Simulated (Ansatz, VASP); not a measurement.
**One calculation of Hf8CN6, two programs**

```xyz
15
Lattice="-3.1339 -5.4281 0.0000 4.7009 -2.7140 0.0000 0.0000 0.0000 5.4168" Properties=species:S:1:pos:R:3 pbc="T T T"
Hf    1.5229   -4.4980    4.0104
Hf    0.0441   -3.6442    1.4064
Hf    0.0373   -1.7954    4.0117
Hf    3.1274   -3.5794    1.4051
Hf    3.1512   -1.8193    4.0749
Hf    1.5497   -0.8947    1.3419
Hf   -1.5604   -4.5627    4.0117
Hf    1.5297   -6.3468    1.4051
N    -0.0048   -5.4364    0.0000
N    -0.0120   -5.4488    2.7084
N     1.5718   -2.7057    0.0000
N     1.5789   -2.6933    2.7084
N     0.0000    0.0000    0.0000
N     0.0000    0.0000    2.7084
C    -1.5670   -2.7140   -2.7084
```

Alike in both runs: functional PBE; k mesh 2 × 2 × 2; occupations gaussian, width 0.02 eV; no spin polarisation.

Ansatz relaxed the structure, and its values are those at the end. VASP's run is a single point on that final structure, the one shown.

```csv
,VASP,Ansatz
version,VASP 6.6.1,Ansatz 0.2.0
potentials or method,"VASP PAW PBE potentials, release 64 (Hf_pv, N, C), cutoff 520 eV","scalar-relativistic, plane waves, PAW"
valence electrons in the cell,114,242
```

```tsv
	VASP	Ansatz	Ansatz less VASP
rms of the force components (eV/Å)	0.038	0.012	-0.0268
```

VASP's potentials hold 114 valence electrons a cell and Ansatz's 242, so a difference there can come from the potentials and not from the codes.

The k mesh is coarse, so the values compare programs but aren't converged. Spin-orbit coupling is off throughout.
